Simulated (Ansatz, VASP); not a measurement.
Co: VASP beside Ansatz

Contents of INCAR:

```
SYSTEM = Co
ALGO = Normal
EDIFF = 1E-6
ENCUT = 520
GGA = RP
ISIF = 2
ISMEAR = -1
ISPIN = 2
LASPH = .TRUE.
LCHARG = .TRUE.
LELF = .TRUE.
LMAXMIX = 4
LORBIT = 11
LREAL = .FALSE.
LVHAR = .TRUE.
LWAVE = .FALSE.
MAGMOM = 1.748 1.748 1.764 1.764
NBANDS = 30
NELM = 150
PREC = Accurate
SIGMA = 0.05
```

KPOINTS

```
k-points
0
G
  16 16 5
  0 0 0
```

Contents of POSCAR:

```
Co
1.0
    2.6154899752      0.0000000000      0.0000000000
   -1.3077449876      2.2650807619      0.0000000000
    0.0000000000      0.0000000000      8.4862783407
Co
4
Direct
    1.0000000000      1.0000000000      0.0000000000
    1.0000000000      1.0000000000      0.5000000000
    0.3333333333      0.6666666667      0.2500000000
    0.6666666667      0.3333333333      0.7500000000
```

Input for Ansatz:

```yaml
crystal:
  lattice:
    - [2.6154899752, 0.0, 0.0]
    - [-1.3077449876, 2.2650807619, 0.0]
    - [0.0, 0.0, 8.4862783407]
  atoms:
    - { symbol: Co, position: [1.0, 1.0, 0.0], spin: 1.748 }
    - { symbol: Co, position: [1.0, 1.0, 0.5], spin: 1.748 }
    - { symbol: Co, position: [0.3333333333, 0.6666666667, 0.25], spin: 1.764 }
    - { symbol: Co, position: [0.6666666667, 0.3333333333, 0.75], spin: 1.764 }
hamiltonian:
  xc: rpbe
  pseudopotentials:
    kind: paw
    azcp:
      Co: "pseudopotentials/Co.paw.azcp"
basis:
  ecutwfc: 420
  fft_grid_basis: typed
kpoints:
  mp_grid: { grid: [16, 16, 5], shift: [0, 0, 0] }
magnetization:
  spin_polarized: true
scf:
  occupations: { method: fermi_dirac, width: 0.05 }
  lower_state_search: "off"
output:
  stress: true
  write_density: true
  write_potential: true
  elf: true
  volumetric_format: npy
```

Alike in both runs: task single point; functional RPBE; k mesh 16 × 16 × 5; occupations fermi-dirac, width 0.05 eV; collinear spin.

|  | VASP | Ansatz |
| --- | --- | --- |
| version | VASP 6.6.1 | Ansatz 0.2.0 |
| potentials or method | VASP PAW PBE potentials, release 64 (Co), cutoff 520 eV | plane waves (420 eV) with PAW, scalar-relativistic |
| valence electrons in the cell | 36 | 68 |

```tsv
	VASP	Ansatz	Ansatz less VASP
pressure (GPa)	-16.7	-16.7	-0.03
traceless stress, the component that is largest in VASP (GPa)	0.09	0.28	+0.192
net moment per atom (μB)	1.75	1.76	+0.014
size of the moment on the site where the two differ most (μB)	1.79	1.85	+0.057
```

VASP's potentials were made for PBE, not for RPBE. Site moments also hang on the region over which each program counts them. VASP's potentials hold 36 valence electrons a cell and Ansatz's 68, so a difference there can come from the potentials and not from the codes.
